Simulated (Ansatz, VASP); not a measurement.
# MgO in VASP and in Ansatz

```xyz
2
Lattice="0.0000 2.1544 2.1544 2.1544 0.0000 2.1544 2.1544 2.1544 0.0000" Properties=species:S:1:pos:R:3 pbc="T T T"
Mg    0.0000    0.0000    0.0000
O     2.1544    2.1544    2.1544
```

Alike in both runs: task relaxation of cell and atoms; functional PBE; k mesh 16 × 16 × 16; occupations fermi-dirac, width 0.08 eV; no spin polarisation.

```csv
,VASP,Ansatz
version,VASP 6.6.1,Ansatz 0.2.0
potentials or method,"VASP PAW PBE potentials, release 64 (Mg, O)","PAW with Ansatz's default frozen-core files, scalar-relativistic"
plane-wave cutoff (eV),600,420
valence electrons in the cell,8,16
```

Ansatz gave:

* relaxed volume (Å³/atom): 9.62
* relaxed cell length with the largest relative difference (Å): 3.008

Task: Estimate VASP's values.

Result: Relaxed volume (Å³/atom): 9.56; relaxed cell length with the largest relative difference (Å): 3.001.

VASP's potentials hold 8 valence electrons a cell and Ansatz's 16, so a difference there can come from the potentials and not from the codes.
